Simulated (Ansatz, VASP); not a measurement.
**One calculation of Cr, two programs**

```xyz
1
Lattice="-1.4420 1.4420 1.4420 1.4420 -1.4420 1.4420 1.4420 1.4420 -1.4420" Properties=species:S:1:pos:R:3 pbc="T T T"
Cr    0.0000    0.0000    0.0000
```

Alike in both runs: task relaxation of cell and atoms; functional BLYP; k mesh 15 × 15 × 15; occupations fermi-dirac, width 0.1 eV; no spin polarisation.

|  | VASP | Ansatz |
| --- | --- | --- |
| version | VASP 6.6.1 | Ansatz 0.2.0 |
| potentials or method | VASP PAW PBE potentials, release 64 (Cr_pv), cutoff 600 eV | plane waves (420 eV) with PAW, scalar-relativistic |
| valence electrons in the cell | 12 | 14 |

|  | VASP | Ansatz | Ansatz less VASP |
| --- | --- | --- | --- |
| relaxed volume (Å³/atom) | 11.92 | 11.94 | +0.012 |
| relaxed cell length with the largest relative difference (Å) | 2.493 | 2.494 | +0.0008 |

VASP's potentials were made for PBE, not for BLYP. VASP's potentials hold 12 valence electrons a cell and Ansatz's 14, so a difference there can come from the potentials and not from the codes.
